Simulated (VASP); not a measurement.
NaMgI3: single point with PBE

The system is NaMgI3.

```
Na Mg I
1.0
     5.84621    0.00000    0.00000
     0.00000    5.84621    0.00000
     0.00000    0.00000    5.84621
Na Mg I
1 1 3
Direct
  0.00000 0.00000 0.00000
  0.50000 0.50000 0.50000
  0.50000 0.50000 0.00000
  0.50000 0.00000 0.50000
  0.00000 0.50000 0.50000
```

This cell differs from its parent crystal: strain +1.0%.

```json
{
 "Program": "VASP 6.6.1",
 "Task": "single point",
 "Functional": "PBE",
 "Potentials or basis": "VASP PAW PBE potentials, release 64 (Na_pv, Mg, I)",
 "Cutoff": "520 eV",
 "k mesh": "4 × 4 × 4",
 "Occupations": "fermi-dirac, width 0.02 eV",
 "Spin": "no spin polarisation"
}
```

| Quantity | Value |
| --- | --- |
| Pressure | -0.3 GPa |
| Band gap on the k mesh | 1.15 eV (least direct gap 1.68 eV) |

Levels at points of the mesh, in eV from the valence-band top:
```tsv
k point	band 11	band 12	band 13	band 14	band 15	band 16	band 17	band 18	band 19	band 20
(0.00, 0.00, 0.00)	-0.81	-0.81	-0.52	-0.52	-0.52	1.15	2.41	5.42	5.42	5.42
(0.50, 0.00, 0.00)	-1.28	-1.28	-1.03	-0.62	-0.62	3.31	3.75	4.57	5.79	6.08
(0.50, 0.50, 0.00)	-1.37	-1.24	-1.24	-1.00	-0.01	3.86	5.01	5.09	5.09	5.27
(0.50, 0.50, 0.50)	-0.99	-0.99	0.00	0.00	0.00	2.64	4.41	4.41	4.41	7.12
```

Run time: 36 s on 1 thread of Intel(R) Xeon(R) 6975P-C (Granite Rapids) (shared host), peak memory 0.33 GiB.

Caveat: the cell differs from its parent crystal (strain +1.0%); spin-orbit coupling is left out, which moves the levels of the heavy elements. A k mesh can miss the band edges.
